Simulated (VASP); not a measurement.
# HfN (I4/mmm) in VASP: further runs, part 2 of 2

VASP 6.6.1.

### Step 4. Electric field gradients, PBEsol (zz strain of +2 %)

File INCAR:

```
PREC = Accurate ; ENCUT = 520
EDIFF = 1E-8 ; ISMEAR = -1
SIGMA = 0.01 ; LREAL = F
LASPH = T ; NELM = 120
ALGO = Normal ; ISIF = 2
LWAVE = F ; LCHARG = F
GGA = PS ; LEFG = T
NBANDS = 14 ; GGA_COMPAT = F
```

File KPOINTS:

```
Automatic mesh
0
Gamma
  10 10 10
```

File POSCAR:

```
HfN
1.0
    0.0000000000      2.2590000000      2.3041800000
    2.2590000000      0.0000000000      2.3041800000
    2.2590000000      2.2590000000      0.0000000000
Hf N
1 1
Direct
    0.0000000000      0.0000000000      0.0000000000
    0.5000000000      0.5000000000      0.5000000000
```

Potentials or basis: VASP PAW PBE potentials, release 64 (Hf_pv, N).

The run is started by

```
cat potpaw_PBE.64/Hf_pv/POTCAR potpaw_PBE.64/N/POTCAR > POTCAR
mpirun -np 1 vasp_std > vasp.out
```

OUTCAR:

```text
PREC = Accurate
   ENCUT = 520
   EDIFF = 1E-8
   ISMEAR = -1
   LREAL = F
   LASPH = T
   NELM = 120
   ISIF = 2
   GGA = PS

 ion  position               nearest neighbor table
   1  0.000  0.000  0.000-   2 2.26   2 2.26   2 2.26   2 2.26   2 2.30   2 2.30
   2  0.500  0.500  0.500-   1 2.26   1 2.26   1 2.26   1 2.26   1 2.30   1 2.30

  LATTYP: Found a body centered tetragonal cell.
 ALAT       =     3.1947084374
 C/A-ratio  =     1.4424978336

  Lattice vectors:

 A1 = (  -2.2590000000,   0.0000000000,   2.3041800000)
 A2 = (   2.2590000000,   0.0000000000,   2.3041800000)
 A3 = (   0.0000000000,   2.2590000000,  -2.3041800000)

Analysis of symmetry for initial positions (statically):
[... 600 lines left out ...]
 -----------------------------------------------------------------------------
  energy-cutoff  :      520.00
  volume of cell :       23.52
      direct lattice vectors                 reciprocal lattice vectors
     0.000000000  2.259000000  2.304180000    -0.221336875  0.221336875  0.216996936
     2.259000000  0.000000000  2.304180000     0.221336875 -0.221336875  0.216996936
     2.259000000  2.259000000  0.000000000     0.221336875  0.221336875 -0.216996936

 POSITION                                       TOTAL-FORCE (eV/Angst)
 -----------------------------------------------------------------------------------
      0.00000      0.00000      0.00000        -0.000000      0.000000      0.000000
      2.25900      2.25900      2.30418         0.000000     -0.000000      0.000000
 -----------------------------------------------------------------------------------
    total drift:                                0.000000     -0.000000     -0.000000

  FREE ENERGIE OF THE ION-ELECTRON SYSTEM (eV)
  ---------------------------------------------------
  free  energy   TOTEN  =       -22.9505091191 eV

  energy  without entropy=      -22.9502799722  energy(sigma->0) =      -22.95039455

 Electric field gradients (V/A^2)
---------------------------------------------------------------------
 ion       V_xx      V_yy      V_zz      V_xy      V_xz      V_yz
---------------------------------------------------------------------
   1     -35.369   -35.369    70.739    -0.001    -0.000    -0.000
   2      -3.437    -3.437     6.874     0.002     0.001     0.001
---------------------------------------------------------------------

 Electric field gradients after diagonalization (V/A^2)
 (convention: |V_zz| > |V_xx| > |V_yy|)
----------------------------------------------------------------------
 ion       V_xx      V_yy      V_zz     asymmetry (V_yy - V_xx)/ V_zz
----------------------------------------------------------------------
   1     -35.370   -35.369    70.739       0.000
   2      -3.438    -3.435     6.874       0.000
----------------------------------------------------------------------

           NMR quadrupolar parameters

 Cq : quadrupolar parameter    Cq=e*Q*V_zz/h
 eta: asymmetry parameters     (V_yy - V_xx)/ V_zz
 Q  : nuclear electric quadrupole moment in mb (millibarn)
----------------------------------------------------------------------
 ion       Cq(MHz)       eta       Q (mb)
----------------------------------------------------------------------
   1       0.171       0.000       1.000
   2       0.017       0.000       1.000
----------------------------------------------------------------------
```

OSZICAR:

```text
N       E                     dE             d eps       ncg     rms          rms(c)
DAV:   1     0.353863320270E+02    0.35386E+02   -0.77972E+03  2856   0.101E+03
DAV:   2    -0.237474684615E+02   -0.59134E+02   -0.55405E+02  3830   0.231E+02
DAV:   3    -0.256807041149E+02   -0.19332E+01   -0.19247E+01  3288   0.343E+01
DAV:   4    -0.256881002835E+02   -0.73962E-02   -0.73957E-02  3402   0.247E+00
DAV:   5    -0.256881453672E+02   -0.45084E-04   -0.45084E-04  3294   0.167E-01    0.484E+01
DAV:   6    -0.230847078070E+02    0.26034E+01   -0.73485E+00  3180   0.207E+01    0.407E+01
DAV:   7    -0.229851606608E+02    0.99547E-01   -0.45226E-01  3540   0.585E+00    0.255E+01
DAV:   8    -0.229565147978E+02    0.28646E-01   -0.12130E-01  3246   0.293E+00    0.537E+00
DAV:   9    -0.229505964311E+02    0.59184E-02   -0.13897E-02  3258   0.965E-01    0.195E+00
DAV:  10    -0.229505481000E+02    0.48331E-04   -0.94638E-04  3780   0.274E-01    0.482E-01
DAV:  11    -0.229505104009E+02    0.37699E-04   -0.74155E-05  3606   0.829E-02    0.889E-02
DAV:  12    -0.229505092341E+02    0.11668E-05   -0.71492E-06  3680   0.227E-02    0.136E-02
DAV:  13    -0.229505091282E+02    0.10590E-06   -0.10651E-07  3294   0.299E-03    0.417E-03
DAV:  14    -0.229505091174E+02    0.10783E-07   -0.54342E-09  2442   0.618E-04    0.125E-03
DAV:  15    -0.229505091191E+02   -0.16444E-08   -0.61391E-10  1740   0.278E-04
   1 F= -.22950509E+02 E0= -.22950395E+02  d E =-.229147E-03
```

stdout:

```text
POSCAR found type information on POSCAR HfN
 POSCAR found :  2 types and       2 ions
 scaLAPACK will be used
 -----------------------------------------------------------------------------
|                                                                             |
|                                                                             |
|     You enforced a specific xc type in the INCAR file but a different       |
|     I HOPE YOU KNOW WHAT YOU ARE DOING!                                     |
|                                                                             |
 -----------------------------------------------------------------------------

 LDA part: xc-table for (Slater+PW92), standard interpolation
 POSCAR, INCAR and KPOINTS ok, starting setup
 FFT: planning ... GRIDC
 FFT: planning ... GRID_SOFT
 FFT: planning ... GRID
 WAVECAR not read
 entering main loop
ion   1

ion   2
```

Wall time 20 s (1 thread of Intel Xeon Platinum 8259CL at 2.50GHz (Skylake/Cascade Lake), shared host); peak memory 0.16 GiB.

What came out:

```yaml
Free_energy: -22.9505 eV
Pressure: -10.1 GPa
```

Stress tensor (GPa, compression positive):
```
 -7.69   0.00   0.00
  0.00  -7.69   0.00
  0.00   0.00 -14.78
```

Levels at points of the mesh, in eV from the Fermi level:
```csv
k point,band 6,band 7,band 8,band 9,band 10,band 11
"(0.00, 0.00, 0.00)",-2.97,-2.97,-0.54,-0.32,-0.32,1.29
"(0.50, 0.00, 0.00)",-6.12,-6.11,3.17,3.52,3.66,4.26
"(0.50, 0.50, 0.00)",-3.75,-3.62,-3.62,3.95,5.36,5.36
"(0.50, 0.00, 0.50)",-3.80,-3.75,-3.67,3.91,5.22,5.39
```

Electric field gradients, principal values (V/Å²):
```
atom    least   middle  greatest (by size)
1 Hf  -35.369  -35.370              70.739
 2 N   -3.435   -3.438               6.874
```

Caveat: the cell differs from its parent crystal (zz strain of +2 %); without QUAD_EFG the Cq values of the log hold for a quadrupole moment of 1 mb, not for the nuclei; the PAW data sets were made with another functional, which shifts forces and pressure a little; spin-orbit coupling is left out, which moves the levels of the heavy elements.

### Step 5. Overview

| cell | gap on the mesh (eV) | pressure (GPa) |
| --- | --- | --- |
| a = 3.163, b = 3.163, c = 3.195 Å, angles 59.7, 59.7, 60.7°, 2 atoms | none | 0.8 |
| a = 3.211, b = 3.211, c = 3.195 Å, angles 60.2, 60.2, 59.7°, 2 atoms | none | -7.7 |
| a = 3.227, b = 3.227, c = 3.195 Å, angles 60.3, 60.3, 59.3°, 2 atoms | none | -10.1 |

Alike in all rows: task electric field gradients; level PBEsol; potentials or basis VASP PAW PBE potentials, release 64 (Hf_pv, N); no spin polarisation; k mesh 10 × 10 × 10; cutoff (eV) 520; smearing fermi-dirac 0.01 eV.

Caveats: the PAW data sets were made with another functional, which shifts forces and pressure a little; spin-orbit coupling is left out, which moves the levels of the heavy elements.

Absolute energies hang on the potentials; compare differences alone.
